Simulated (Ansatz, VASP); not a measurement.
BiH3CI2: VASP beside Ansatz

```xyz
7
Lattice="12.5900 0.0000 0.0000 0.0000 13.4800 0.0000 0.0000 0.0000 11.2000" Properties=species:S:1:pos:R:3 pbc="T T T"
Bi    5.5239    6.7405    6.6996
C     7.5337    6.7405    5.5850
H     7.3241    6.7405    4.5000
H     8.0921    7.6526    5.8711
H     8.0921    5.8284    5.8711
I     4.5000    8.9809    5.2509
I     4.5000    4.5000    5.2509
```

Alike in both runs: task single point; functional PBE; k mesh 1 × 1 × 1; occupations gaussian, width 0.01 eV; no spin polarisation.

|  | VASP | Ansatz |
| --- | --- | --- |
| version | VASP 6.6.1 | Ansatz 0.2.0 |
| potentials or method | VASP PAW PBE potentials, release 64 (Bi_d, C, H, I), cutoff 520 eV | scalar-relativistic, plane waves, PAW |
| valence electrons in the cell | 36 | 56 |

```csv
,VASP,Ansatz,Ansatz less VASP
gap on the k mesh at the Fermi level (eV),2.84,2.84,+0.003
rms of the force components (eV/Å),0.151,0.160,+0.0091
```

Atom by atom the forces differ by 0.010 eV/Å (rms over components). With one functional, cell and mesh, what is left measures potentials, basis and numerics. VASP's potentials hold 36 valence electrons a cell and Ansatz's 56, so a difference there can come from the potentials and not from the codes.

Spin-orbit coupling is off throughout.
